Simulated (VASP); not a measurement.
# FeNi (P4/mmm) in VASP: notebook

Runs on FeNi. Level: PBEsol. Tasks: single point.

All numbers are computed with VASP 6.6.1; they aren't measurements. Logs are shortened: lines on timing, memory, paths and dates and some standing lists are left out, and cuts for length are marked.

## (1) The cell of the first run

The structure is tetragonal, space group P4/mmm (No. 123). Conventional cell: a = 2.406 Å, b = 2.406 Å, c = 3.492 Å, α = 90.00°, β = 90.00°, γ = 90.00°. Fe (site symmetry 4/mmm) has 4 Fe at 2.41 Å and 8 Ni at 2.44 Å within 3.2 Å. Ni (site symmetry 4/mmm) has 4 Ni at 2.41 Å and 8 Fe at 2.44 Å within 3.2 Å.

## (2) Single point, PBEsol, collinear spin, ferromagnetic start (strain -0.050 along x and y, -0.025 along z)

The input, INCAR:

```
SYSTEM = FeNi
  PREC = Accurate
  ENCUT = 520
  EDIFF = 1E-6
  ISMEAR = 0
  SIGMA = 0.15
  LREAL = .FALSE.
  LASPH = .TRUE.
  NELM = 150
  ALGO = Fast
  ISIF = 2
  LWAVE = .FALSE.
  LCHARG = .FALSE.
  ISPIN = 2
  MAGMOM = 2.97 0.78
  LORBIT = 11
  LMAXMIX = 4
  GGA = PS
  NBANDS = 20
```

The input, KPOINTS:

```
Automatic mesh
0
G
  18 18 14
  0 0 0
```

The input, POSCAR:

```
FeNi
1.0
    2.4063500000      0.0000000000      0.0000000000
    0.0000000000      2.4063500000      0.0000000000
    0.0000000000      0.0000000000      3.4924500000
Fe Ni
1 1
Direct
    0.0000000000      0.0000000000      0.0000000000
    0.5000000000      0.5000000000      0.5000000000
```

Potentials or basis: VASP PAW PBE potentials, release 64 (Fe, Ni).

The run is started by

```console
> cat potpaw_PBE.64/Fe/POTCAR potpaw_PBE.64/Ni/POTCAR > POTCAR
> mpirun -np 1 vasp_std > vasp.out
```

OUTCAR:

```text
SYSTEM = FeNi
   PREC = Accurate
   ENCUT = 520
   EDIFF = 1E-6
   ISMEAR = 0
   LREAL = .FALSE.
   LASPH = .TRUE.
   NELM = 150
   ISIF = 2
   ISPIN = 2
   LORBIT = 11
   GGA = PS

 ion  position               nearest neighbor table
   1  0.000  0.000  0.000-   2 2.44   2 2.44   2 2.44   2 2.44   2 2.44   2 2.44   2 2.44   2 2.44

   2  0.500  0.500  0.500-   1 2.44   1 2.44   1 2.44   1 2.44   1 2.44   1 2.44   1 2.44   1 2.44

  LATTYP: Found a simple tetragonal cell.
 ALAT       =     2.4063500000
 C/A-ratio  =     1.4513474765

  Lattice vectors:

 A1 = (   2.4063500000,   0.0000000000,   0.0000000000)
 A2 = (   0.0000000000,   2.4063500000,   0.0000000000)
 A3 = (   0.0000000000,   0.0000000000,   3.4924500000)

Analysis of symmetry for initial positions (statically):
=====================================================================
 Subroutine PRICEL returns:
 Original cell was already a primitive cell.

 Routine SETGRP: Setting up the symmetry group for a
 simple tetragonal supercell.

 Subroutine GETGRP returns: Found 16 space group operations
 (whereof 16 operations were pure point group operations)
 out of a pool of 16 trial point group operations.

The static configuration has the point symmetry D_4h.

Analysis of symmetry for dynamics (positions and initial velocities):
=====================================================================
 Subroutine PRICEL returns:
 Original cell was already a primitive cell.

 Routine SETGRP: Setting up the symmetry group for a
 simple tetragonal supercell.

 Subroutine GETGRP returns: Found 16 space group operations
 (whereof 16 operations were pure point group operations)
 out of a pool of 16 trial point group operations.

The dynamic configuration has the point symmetry D_4h.

Analysis of structural, dynamic, and magnetic symmetry:
=====================================================================
 Subroutine PRICEL returns:
 Original cell was already a primitive cell.

 Routine SETGRP: Setting up the symmetry group for a
 simple tetragonal supercell.

 Subroutine GETGRP returns: Found 16 space group operations
 (whereof 16 operations were pure point group operations)
 out of a pool of 16 trial point group operations.

The overall configuration has the point symmetry D_4h.

 Subroutine INISYM returns: Found 16 space group operations
 (whereof 16 operations are pure point group operations),
 and found     1 'primitive' translations

----------------------------------------------------------------------------------------

                                     Primitive cell

  volume of cell :      20.2231

  direct lattice vectors                    reciprocal lattice vectors
     2.406350000  0.000000000  0.000000000     0.415567145  0.000000000  0.000000000
     0.000000000  2.406350000  0.000000000     0.000000000  0.415567145  0.000000000
     0.000000000  0.000000000  3.492450000     0.000000000  0.000000000  0.286331945

  length of vectors
     2.406350000  2.406350000  3.492450000     0.415567145  0.415567145  0.286331945

  position of ions in fractional coordinates (direct lattice)
     0.000000000  0.000000000  0.000000000
     0.500000000  0.500000000  0.500000000

  ion indices of the primitive-cell ions
   primitive index   ion index
                 1           1
                 2           2

----------------------------------------------------------------------------------------

 KPOINTS: Automatic mesh

Automatic generation of k-mesh.
 Grid dimensions read from file:
 generate k-points for:   18   18   14

 Generating k-lattice:

  Cartesian coordinates                     Fractional coordinates (reciprocal lattice)
     0.023087064  0.000000000  0.000000000     0.055555556  0.000000000  0.000000000
     0.000000000  0.023087064  0.000000000     0.000000000  0.055555556  0.000000000
     0.000000000  0.000000000  0.020452282     0.000000000  0.000000000  0.071428571

  Length of vectors
     0.023087064  0.023087064  0.020452282

  Shift w.r.t. Gamma in fractional coordinates (k-lattice)
     0.000000000  0.000000000  0.000000000

 Subroutine IBZKPT returns following result:
 ===========================================

 Found    440 irreducible k-points:

 Following reciprocal coordinates:
            Coordinates               Weight
  0.000000  0.000000  0.000000      1.000000
  0.055556  0.000000  0.000000      4.000000
  0.111111  0.000000  0.000000      4.000000
  0.166667  0.000000  0.000000      4.000000
  0.222222  0.000000  0.000000      4.000000
  0.277778  0.000000  0.000000      4.000000
[... 16 lines left out ...]
  0.277778  0.111111  0.000000      8.000000
  0.333333  0.111111  0.000000      8.000000
 [... further k-points ...]
   k-points           NKPTS =    440   k-points in BZ     NKDIM =    440   number of bands    NBANDS=     20
   number of dos      NEDOS =    301   number of ions     NIONS =      2
   total plane-waves  NPLWV =   9072
   dimension x,y,z NGX =    18 NGY =   18 NGZ =   28
   dimension x,y,z NGXF=    36 NGYF=   36 NGZF=   56
   ions per type =               1   1
   NGX,Y,Z   is equivalent  to a cutoff of  12.44, 12.44, 13.33 a.u.
   NGXF,Y,Z  is equivalent  to a cutoff of  24.87, 24.87, 26.66 a.u.
 SYSTEM =  FeNi
   PREC   = accura    normal or accurate (medium, high low for compatibility)
   ISTART =      0    job   : 0-new  1-cont  2-samecut
   ICHARG =      2    charge: 1-file 2-atom 10-const
   ISPIN  =      2    spin polarized calculation?
   LNONCOLLINEAR =      F non collinear calculations
   LSORBIT =      F    spin-orbit coupling
   LASPH  =      T    aspherical Exc in radial PAW
   ENCUT  =  520.0 eV  38.22 Ry    6.18 a.u.   4.47  4.47  6.49*2*pi/ulx,y,z
   NELM   =    150;   NELMIN=  2; NELMDL= -5     # of ELM steps
   EDIFF  = 0.1E-05   stopping-criterion for ELM
   LREAL  =      F    real-space projection
   EDIFFG = 0.1E-04   stopping-criterion for IOM
   NSW    =      0    number of steps for IOM
   IBRION =     -1    ionic relax: 0-MD 1-quasi-New 2-CG
   NFREE  =      0    steps in history (QN), initial steepest desc. (CG)
   ISIF   =      2    stress and relaxation
   ISYM   =      2    0-nonsym 1-usesym 2-fastsym
   POTIM  = 0.5000    time-step for ionic-motion
   TEBEG  =    0.0;   TEEND  =   0.0 temperature during run
   PSTRESS=    0.0 pullay stress
   NELECT =      18.0000    total number of electrons
   NUPDOWN=      -1.0000    fix difference up-down
   EMIN   =  10.00;   EMAX   =-10.00  energy-range for DOS
   EFERMI =   0.00;   METHOD = LEGACY
   ISMEAR =     0;   SIGMA  =   0.15  broadening in eV -4-tet -1-fermi 0-gaus
   EFERMI_NEDOS =   21; number of points for ismear=-14 and -15
   IALGO  =     68    algorithm
   IMIX   =      4    mixing-type and parameters
     AMIX     =   0.40;   BMIX     =  1.00
     AMIX_MAG =   1.60;   BMIX_MAG =  1.00
  volume/ion in A,a.u.               =      10.11        68.24
  Fermi-wavevector in a.u.,A,eV,Ry     =   1.574767  2.975879 33.740982  2.479892
  Thomas-Fermi vector in A             =   2.675852
   LORBIT       =     11    0 simple, 1 ext, 2 COOP (PROOUT), +10 PAW based schemes
   GGA     = PS    functional components
   LHFCALC =     F    Hartree Fock is set to
   AEXX    =    0.0000 exact exchange contribution
   IVDW    =     0    specifies the selected vdW correction
   LEPSILON=     F    determine dielectric tensor
   LRPA    =     F    only Hartree local field effects (RPA)
 spin polarized calculation
 RMM-DIIS sequential band-by-band and
 Gauss-broadening in eV      SIGMA  =   0.15
  energy-cutoff  :      520.00
  volume of cell :       20.22
 maximum number of plane-waves:       564
 NGX is ok and might be reduce to    18
   NGX =  9   NGY =  9   NGZ = 13

 number of electron      17.9999995 magnetization       3.0078002

 Free energy of the ion-electron system (eV)
  ---------------------------------------------------
  ext. energy  EPLUGINS =         0.00000000
  ---------------------------------------------------
  free energy    TOTEN  =       -15.11016289 eV

  energy without entropy =      -15.09631143  energy(sigma->0) =      -15.10323716

 E-fermi :   8.7029     XC(G=0): -13.9095

 val. band max:        8.7012577257   @ k =   0.2222   0.2222   0.3571
 cond. band min:       8.7093228804   @ k =   0.2222   0.0000   0.4286
 fundamental gap:      0.0080651548
 Fermi energy:         8.7029075765

 spin component 1

 k-point     1 :       0.0000    0.0000    0.0000
  band No.  band energies     occupation
      1      -0.8262      1.00000
      2       3.0444      1.00000
      3       3.8177      1.00000
      4       5.8928      1.00000
      5       6.0467      1.00000
      6       6.0467      1.00000
[... 12 lines left out ...]
     19      36.9563      0.00000
     20      37.4896      0.00000
[... 507 lines left out ...]
 k-point    24 :       0.3333    0.1111    0.0000
  band No.  band energies     occupation
      1       2.2265      1.00000
      2       4.4200      1.00000
      3       4.8350      1.00000
      4       5.0616      1.00000
      5       5.4166      1.00000
      6       6.0577      1.00000
[... 12 lines left out ...]
     19      35.1345      0.00000
     20      35.9631      0.00000

 [... further k-points ...]

 spin component 2

 k-point     1 :       0.0000    0.0000    0.0000
  band No.  band energies     occupation
      1      -0.6705      1.00000
      2       4.0543      1.00000
      3       4.8500      1.00000
      4       7.1659      1.00000
      5       7.1659      1.00000
      6       7.3578      1.00000
[... 12 lines left out ...]
     19      37.1982      0.00000
     20      37.7451      0.00000
[... 507 lines left out ...]
 k-point    24 :       0.3333    0.1111    0.0000
  band No.  band energies     occupation
      1       2.4643      1.00000
      2       5.4686      1.00000
      3       5.7353      1.00000
      4       5.9880      1.00000
      5       6.6325      1.00000
      6       7.3262      1.00000
[... 12 lines left out ...]
     19      35.3839      0.00000
     20      36.2241      0.00000

 [... further k-points ...]

------------------------ aborting loop because EDIFF is reached ----------------------------------------

  FORCE on cell =-STRESS in cart. coord.  units (eV):
  Direction    XX          YY          ZZ          XY          YZ          ZX
  --------------------------------------------------------------------------------------
  -------------------------------------------------------------------------------------
  Total        1.9607898      1.9607898      1.7984532      0.0000000      0.0000000     -0.0000000
  in kB      155.3437704    155.3437704    142.4826373      0.0000000      0.0000000     -0.0000000
  external PRESSURE =     151.0567260 kB  Pullay stress =       0.0000000 kB

 VOLUME and BASIS-vectors are now :
 -----------------------------------------------------------------------------
  energy-cutoff  :      520.00
  volume of cell :       20.22
      direct lattice vectors                 reciprocal lattice vectors
     2.406350000  0.000000000  0.000000000     0.415567145  0.000000000  0.000000000
     0.000000000  2.406350000  0.000000000     0.000000000  0.415567145  0.000000000
     0.000000000  0.000000000  3.492450000     0.000000000  0.000000000  0.286331945

 POSITION                                       TOTAL-FORCE (eV/Angst)
 -----------------------------------------------------------------------------------
      0.00000      0.00000      0.00000         0.000000      0.000000      0.000000
      1.20318      1.20318      1.74622         0.000000      0.000000      0.000000
 -----------------------------------------------------------------------------------
    total drift:                                0.000000     -0.000000     -0.000000

  FREE ENERGIE OF THE ION-ELECTRON SYSTEM (eV)
  ---------------------------------------------------
  free  energy   TOTEN  =       -15.1101628893 eV

  energy  without entropy=      -15.0963114288  energy(sigma->0) =      -15.10323716

 total charge

# of ion       s       p       d       tot
------------------------------------------
    1        0.523   0.601   6.296   7.420
    2        0.567   0.642   8.363   9.572
--------------------------------------------------
tot          1.090   1.243  14.659  16.991

 magnetization (x)

# of ion       s       p       d       tot
------------------------------------------
    1       -0.001  -0.019   2.398   2.378
    2       -0.026  -0.061   0.689   0.602
--------------------------------------------------
tot         -0.028  -0.079   3.087   2.980
```

It took 2.4 min on 1 thread of AMD EPYC 9R45 (Zen 5), shared host; peak memory 0.34 GiB.

What came out:

```
Free energy                                           : -15.1102 eV
Pressure                                              : 15.1 GPa
Net moment                                            : 3.01 μB per cell
Site moments                                          : Fe +2.38; Ni +0.60 μB
Valence electrons inside the program's atomic spheres : Fe 7.42; Ni 9.57
```

Levels at points of the mesh, in eV from the Fermi level:
Spin up:
```
           k point  band 8  band 9  band 10  band 11  band 12  band 13
(0.00, 0.00, 0.00)   -1.29   -0.45    -0.20    -0.20     2.14     9.95
(0.50, 0.00, 0.00)   -1.91   -1.51    -1.18     1.09     1.94    12.23
(0.50, 0.50, 0.00)   -0.28   -0.28     0.42     2.81     2.81    10.42
(0.00, 0.00, 0.50)   -1.73   -1.48    -1.48    -1.00    -0.76    19.92
(0.50, 0.00, 0.50)   -0.59   -0.49    -0.38    -0.32    -0.22     6.55
(0.50, 0.50, 0.50)   -1.45   -0.55     0.42     8.44     8.44     8.62
```
Spin down:
| k point | band 5 | band 6 | band 7 | band 8 | band 9 | band 10 | band 11 | band 12 |
| --- | --- | --- | --- | --- | --- | --- | --- | --- |
| (0.00, 0.00, 0.00) | -1.54 | -1.35 | -0.44 | 0.16 | 1.81 | 1.81 | 2.17 | 2.32 |
| (0.50, 0.00, 0.00) | -1.92 | -1.36 | -1.34 | -0.83 | 0.68 | 1.28 | 1.85 | 3.89 |
| (0.50, 0.50, 0.00) | 0.44 | 0.65 | 1.47 | 1.47 | 1.85 | 2.65 | 2.97 | 2.97 |
| (0.00, 0.00, 0.50) | -1.68 | -1.06 | -1.06 | -0.37 | -0.06 | 0.90 | 0.90 | 2.08 |
| (0.50, 0.00, 0.50) | -1.43 | -0.95 | -0.43 | -0.13 | 0.62 | 1.42 | 1.74 | 1.96 |
| (0.50, 0.50, 0.50) | -1.87 | -1.87 | -0.94 | 0.44 | 1.13 | 2.65 | 9.11 | 9.11 |

Caveat: the cell differs from its parent crystal (strain -0.050 along x and y, -0.025 along z); the cell stands under pressure; the PAW data sets were made with another functional, which shifts forces and pressure a little.

## (3) Single point, PBEsol, collinear spin, ferromagnetic start (strain +0.000 along x and y, -0.050 along z)

The input, INCAR:

```
SYSTEM = FeNi
  PREC = Accurate
  ENCUT = 520
  EDIFF = 1E-6
  ISMEAR = 0
  SIGMA = 0.15
  LREAL = .False.
  LASPH = .True.
  NELM = 150
  ALGO = Normal
  ISIF = 2
  LWAVE = .False.
  LCHARG = .False.
  ISPIN = 2
  MAGMOM = 2.97 0.78
  LORBIT = 11
  LMAXMIX = 4
  GGA = PS
  NBANDS = 20
```

The input, KPOINTS:

```
regular mesh
0
Gamma
  18 18 14
  0 0 0
```

The input, POSCAR:

```
FeNi
1.0
    2.5330000000      0.0000000000      0.0000000000
    0.0000000000      2.5330000000      0.0000000000
    0.0000000000      0.0000000000      3.4029000000
Fe Ni
1 1
Direct
    0.0000000000      0.0000000000      0.0000000000
    0.5000000000      0.5000000000      0.5000000000
```

Potentials or basis: VASP PAW PBE potentials, release 64 (Fe, Ni).

The run is started by

```console
> cat potpaw_PBE.64/Fe/POTCAR potpaw_PBE.64/Ni/POTCAR > POTCAR
> mpirun -np 1 vasp_std > vasp.out
```

Wall time 2.4 min (1 thread of AMD EPYC 9R45 (Zen 5), shared host); peak memory 0.36 GiB.

Results (log left out):

| Property | Result |
| --- | --- |
| Free energy | -15.1413 eV |
| Pressure | -2.0 GPa |
| Net moment | 3.25 μB per cell |
| Site moments | Fe +2.59; Ni +0.65 μB |
| Valence electrons inside the program's atomic spheres | Fe 7.23; Ni 9.42 |

Stress tensor (GPa, compression positive):
```
-4.73  0.00  0.00
 0.00 -4.73  0.00
 0.00  0.00  3.56
```

Levels at points of the mesh, in eV from the Fermi level:
Spin up:
| k point | band 8 | band 9 | band 10 | band 11 | band 12 | band 13 | band 14 | band 15 |
| --- | --- | --- | --- | --- | --- | --- | --- | --- |
| (0.00, 0.00, 0.00) | -1.44 | -0.69 | -0.42 | -0.42 | 3.20 | 10.41 | 13.88 | 13.88 |
| (0.50, 0.00, 0.00) | -1.97 | -1.61 | -1.48 | 0.51 | 1.20 | 12.20 | 12.23 | 13.28 |
| (0.50, 0.50, 0.00) | -0.35 | -0.35 | -0.20 | 1.97 | 1.97 | 8.86 | 9.25 | 14.67 |
| (0.00, 0.00, 0.50) | -1.83 | -1.78 | -1.78 | -1.23 | -1.15 | 18.54 | 18.54 | 18.99 |
| (0.50, 0.00, 0.50) | -0.64 | -0.62 | -0.52 | -0.48 | -0.36 | 5.84 | 6.34 | 21.26 |
| (0.50, 0.50, 0.50) | -1.60 | -0.89 | -0.19 | 7.82 | 7.82 | 7.86 | 7.86 | 9.56 |
Spin down:
```
           k point  band 5  band 6  band 7  band 8  band 9  band 10  band 11  band 12
(0.00, 0.00, 0.00)   -1.56   -0.76   -0.67    0.48    1.68     1.68     1.95     3.39
(0.50, 0.00, 0.00)   -1.37   -1.36   -1.03   -0.90    0.63     1.12     1.33     3.40
(0.50, 0.50, 0.00)    0.15    0.63    1.53    1.53    1.68     2.12     2.12     2.35
(0.00, 0.00, 0.50)   -1.25   -1.14   -1.14   -0.57    0.49     0.72     0.72     1.82
(0.50, 0.00, 0.50)   -1.58   -0.44   -0.41   -0.19    0.38     1.48     1.65     1.81
(0.50, 0.50, 0.50)   -1.76   -1.76   -0.82    0.15    1.23     2.35     8.43     8.43
```

Caveat: the cell differs from its parent crystal (strain +0.000 along x and y, -0.050 along z); the PAW data sets were made with another functional, which shifts forces and pressure a little.
